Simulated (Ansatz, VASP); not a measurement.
# Two plane-wave programs on Al2BiB4

INCAR

```
SYSTEM = Al2BiB4
PREC = Accurate
ENCUT = 600
EDIFF = 1E-7
ISMEAR = 0
SIGMA = 0.1
LREAL = .False.
LASPH = .True.
NELM = 100
ALGO = Normal
ISIF = 3
LWAVE = .False.
LCHARG = .False.
GGA = PE
IBRION = 2
NSW = 90
EDIFFG = -0.04
```

Contents of KPOINTS:

```
Automatic mesh
0
Gamma
  4 4 6
  0 0 0
```

The input POSCAR:

```
Al2BiB4
1.0
    5.5516851750      0.0000000000      0.0000000000
    0.0000000000      5.5516851750      0.0000000000
    0.0000000000      0.0000000000      3.2288043486
Al B Bi
2 4 1
Direct
    0.5000000000      0.0000000000      0.5000000000
    0.0000000000      0.5000000000      0.5000000000
    0.2332300000      0.2332300000      0.0000000000
    0.7667700000      0.2332300000      0.0000000000
    0.7667700000      0.7667700000      0.0000000000
    0.2332300000      0.7667700000      0.0000000000
    0.0000000000      0.0000000000      0.0000000000
```

Input for Ansatz:

```yaml
crystal:
  lattice:
    - [5.551685175, 0.0, 0.0]
    - [0.0, 5.551685175, 0.0]
    - [0.0, 0.0, 3.2288043486]
  atoms:
    - { symbol: Al, position: [0.5, 0.0, 0.5] }
    - { symbol: Al, position: [0.0, 0.5, 0.5] }
    - { symbol: B, position: [0.23323, 0.23323, 0.0] }
    - { symbol: B, position: [0.76677, 0.23323, 0.0] }
    - { symbol: B, position: [0.76677, 0.76677, 0.0] }
    - { symbol: B, position: [0.23323, 0.76677, 0.0] }
    - { symbol: Bi, position: [0.0, 0.0, 0.0] }
basis:
  ecutwfc: 420
kpoints:
  mp_grid: { grid: [4, 4, 6] }
hamiltonian:
  xc: pbe
scf:
  occupations: { method: gaussian, width: 0.1 }
  lower_state_search: "off"
output:
  forces: true
  stress: true
  eigenvalues: true
relax:
  adjacent_minimum: "off"
  f_tol: 0.04
  max_steps: 70
  cell: { stress_tol: 0.4 }
```

Alike in both runs: task relaxation of cell and atoms; functional PBE; k mesh 4 × 4 × 6; occupations gaussian, width 0.1 eV; no spin polarisation.

|  | VASP | Ansatz |
| --- | --- | --- |
| version | VASP 6.6.1 | Ansatz 0.2.0 |
| potentials or method | VASP PAW PBE potentials, release 64 (Al, B, Bi_d), cutoff 600 eV | scalar-relativistic, plane waves, PAW |
| valence electrons in the cell | 33 | 33 |

|  | VASP | Ansatz | Ansatz less VASP |
| --- | --- | --- | --- |
| gap on the k mesh at the Fermi level, each at its own relaxed structure (eV) | none | none | - |
| relaxed volume (Å³/atom) | 13.23 | 13.28 | +0.055 |
| relaxed length of the cell vector where the two differ most in proportion (Å) | 3.408 | 3.418 | +0.0106 |

A gap of «none» marks a metal or a gap that the smearing closes.

Spin-orbit coupling is off throughout.
